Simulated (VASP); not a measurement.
Set up this calculation in VASP 6.6.1, as the native input.

```yaml
Task: relaxation of cell and atoms
Functional: PBE
Potentials_or_basis: VASP PAW PBE potentials, release 64 (Sn_d, O)
Cutoff: 600 eV
k_mesh: 10 × 10 × 4
Occupations: gaussian, width 0.1 eV
Spin: no spin polarisation
Target_pressure: 15 GPa
Dipole_correction: no
Further_INCAR_settings: ALGO = Normal; EDIFF = 1e-06; IBRION = 2; EDIFFG = -0.008; NSW = 70; ISIF = 3
```

The structure of SnO lies in POSCAR:

```
SnO
1.0
    2.5913421018     -2.5913421018      0.0000000000
    2.5913421018      2.5913421018      0.0000000000
    0.0000000000      0.0000000000      8.6427001865
Sn O
4 4
Direct
    0.7500000000      0.2500000000      0.8810069028
    0.2500000000      0.7500000000      0.1189930972
    0.7500000000      0.2500000000      0.3810069028
    0.2500000000      0.7500000000      0.6189930972
    0.2500000000      0.2500000000      0.2500000000
    0.7500000000      0.7500000000      0.7500000000
    0.2500000000      0.2500000000      0.7500000000
    0.7500000000      0.7500000000      0.2500000000
```

These files were run (other wordings do the same):

INCAR

```
PREC = Accurate ; ENCUT = 600
EDIFF = 1E-6 ; ISMEAR = 0
SIGMA = 0.1 ; LREAL = F
LASPH = T ; NELM = 100
ALGO = Normal ; ISIF = 3
LWAVE = F ; LCHARG = F
GGA = PE ; IBRION = 2
NSW = 70 ; EDIFFG = -0.008
PSTRESS = 150.0
```

KPOINTS

```
regular mesh
0
Gamma
  10 10 4
```

Potentials or basis: VASP PAW PBE potentials, release 64 (Sn_d, O).

Command:

```console
$ cat potpaw_PBE.64/Sn_d/POTCAR potpaw_PBE.64/O/POTCAR > POTCAR
$ mpirun -np 1 vasp_std > vasp.out
```

It gave:

- Relaxed volume: 14.51 Å³/atom
- Relaxed cell: a = 3.690 Å, b = 3.690 Å, c = 8.525 Å, α = 90.00°, β = 90.00°, γ = 90.00°
- Space group after relaxing (to 0.1 Å): P4/nmm (No. 129)
- Energy change on relaxing (the run minimises the enthalpy): -19.4 meV/atom
- Ionic steps: 15
- Pressure after relaxing: 15.0 GPa
- Largest force after relaxing: 0.004 eV/Å
- Band gap on the k mesh: zero (bands 40 and 41 overlap by 1.28 eV)

Caveat: the cell is relaxed towards a set pressure, so the run minimises the enthalpy, not the energy; spin-orbit coupling is left out, which moves the levels of the heavy elements.

Wall time 59 min on 1 thread of Intel Xeon 8259CL, with other jobs on the host, peak memory 0.47 GiB.
